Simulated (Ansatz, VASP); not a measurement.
# One calculation of Se, two programs

INCAR

```
SYSTEM = Se
PREC     = Accurate       ! precision mode
ENCUT    = 520            ! plane-wave cutoff, eV
EDIFF    = 1E-6           ! SCF threshold, eV
ISMEAR   = -1             ! smearing method
SIGMA    = 0.1            ! smearing width, eV
LREAL    = .FALSE.        ! projectors in reciprocal space
LASPH    = .TRUE.         ! aspherical terms in the spheres
NELM     = 150            ! most SCF steps
ALGO     = Normal         ! electronic algorithm
ISIF     = 2              ! what is computed and relaxed
LWAVE    = .FALSE.        ! write WAVECAR
LCHARG   = .TRUE.         ! write CHGCAR
LNONCOLLINEAR= .TRUE.         ! non-collinear magnetism
MAGMOM   = 0 0 0          ! initial moments
LORBIT   = 11             ! projections on sites
LSORBIT  = .TRUE.         ! spin-orbit coupling
GGA_COMPAT= .FALSE.      
LORBMOM  = .TRUE.       
GGA      = PE             ! functional
LVHAR    = .TRUE.       
NBANDS   = 17             ! bands
```

KPOINTS

```
Automatic mesh
0
G
  11 11 11
  0 0 0
```

Contents of POSCAR:

```
Se
1.0
    2.8307185976      0.0000000000      0.0000000000
    0.0000000000      2.8307185976      0.0000000000
    0.0000000000      0.0000000000      2.8307185976
Se
1
Direct
    0.0000000000      0.0000000000      0.0000000000
```

Input for Ansatz:

```yaml
crystal:
  lattice:
    - [2.8307185976, 0.0, 0.0]
    - [0.0, 2.8307185976, 0.0]
    - [0.0, 0.0, 2.8307185976]
  atoms:
    - { symbol: Se, position: [0.0, 0.0, 0.0] }
hamiltonian:
  xc: pbe
  pseudopotentials:
    kind: paw_fr
    azcp:
      Se: "pseudopotentials/Se.paw.azcp"
basis:
  ecutwfc: 420
  fft_grid_basis: typed
kpoints:
  mp_grid: { grid: [11, 11, 11], shift: [0, 0, 0] }
magnetization:
  noncollinear: true
  spin_orbit: true
scf:
  occupations: { method: fermi_dirac, width: 0.1 }
```

Alike in both runs: task single point; functional PBE; k mesh 11 × 11 × 11; occupations fermi-dirac, width 0.1 eV; non-collinear spin, spin-orbit coupling.

```csv
,VASP,Ansatz
version,VASP 6.6.1,Ansatz 0.2.0
potentials or method,"VASP PAW PBE potentials, release 64 (Se), cutoff 520 eV","plane waves (420 eV) with PAW, fully relativistic with spin-orbit coupling"
valence electrons in the cell,6,16
```

|  | VASP | Ansatz | Ansatz less VASP |
| --- | --- | --- | --- |
| net moment per atom (μB) | 0.00 | 0.00 | 0.000 |

VASP's potentials hold 6 valence electrons a cell and Ansatz's 16, so a difference there can come from the potentials and not from the codes.
